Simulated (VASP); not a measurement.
Write the native input for VASP 6.6.1 that does the following.

```yaml
Task: single point
Functional: PBE
Potentials_or_basis: VASP PAW PBE potentials, release 64 (Li_sv, S)
Cutoff: 520 eV
k_mesh: 4 × 4 × 4
Occupations: gaussian, width 0.1 eV
Spin: no spin polarisation
Dipole_correction: no
Further_INCAR_settings: ALGO = Normal; EDIFF = 1e-06; NBANDS = 18
```

The structure of Li3S2 lies in POSCAR:

```
Li3S2
1.0
    3.8802858373      0.0000000000      0.0000000000
    0.0000000000      3.8802858373      0.0000000000
    0.0000000000      0.0000000000      9.8564221648
Li S
3 2
Direct
    0.5000000000      0.5000000000      0.5000000000
    0.5000000000      0.5000000000      0.8559716065
    0.5000000000      0.5000000000      0.1440283935
    0.0000000000      0.5000000000      0.0000000000
    0.5000000000      0.0000000000      0.0000000000
```

The cell was built from a structure type or drawn by symmetry, and may not be a known phase.

These files were run (other wordings do the same):

INCAR

```
PREC = Accurate ; ENCUT = 520
EDIFF = 1E-6 ; ISMEAR = 0
SIGMA = 0.1 ; LREAL = False
LASPH = True ; NELM = 100
ALGO = Normal ; ISIF = 2
LWAVE = False ; LCHARG = False
GGA = PE ; NBANDS = 18
```

KPOINTS

```
regular mesh
0
Gamma
  4 4 4
```

Potentials or basis: VASP PAW PBE potentials, release 64 (Li_sv, S).

Command:

```sh
$ cat potpaw_PBE.64/Li_sv/POTCAR potpaw_PBE.64/S/POTCAR > POTCAR
$ mpirun -np 1 vasp_std > vasp.out
```

It gave:

```yaml
Largest_force: 0.020 eV/Å
Band_gap_on_the_k_mesh: zero (an odd number of electrons rules out a gap without spin polarisation)
```

Caveat: the k points lie up to 0.40 Å⁻¹ apart, too coarse for converged energies and pressures of a metal.

Run time: 26 s on 1 thread of AMD EPYC 9R45 96-Core Processor (Zen 5), on a shared host, peak memory 0.22 GiB.
